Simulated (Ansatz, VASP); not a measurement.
One calculation of AlSn, two programs

```
Al Sn
1.0
     4.21225    0.00000    0.00000
    -2.10612    3.64791    0.00000
     0.00000    0.00000    3.17195
Al Sn
1 1
Cartesian
  0.0000 0.0000 0.0000
  0.0000 2.4319 1.5860
```

Alike in both runs: functional PBEsol; k mesh 11 × 11 × 12; occupations fermi-dirac, width 0.05 eV; no spin polarisation.

Ansatz relaxed the structure, and its values are those at the end. VASP's run is a single point on that final structure, the one shown.

```csv
,VASP,Ansatz
version,VASP 6.6.1,Ansatz 0.2.0
potentials or method,"VASP PAW PBE potentials, release 64 (Al, Sn_d)","PAW with Ansatz's default frozen-core files, scalar-relativistic"
plane-wave cutoff (eV),520,420
valence electrons in the cell,17,17
```

|  | VASP | Ansatz | Ansatz less VASP |
| --- | --- | --- | --- |
| pressure (GPa) | -0.1 | 0.0 | +0.07 |

VASP's potentials were made for PBE, not for PBEsol.
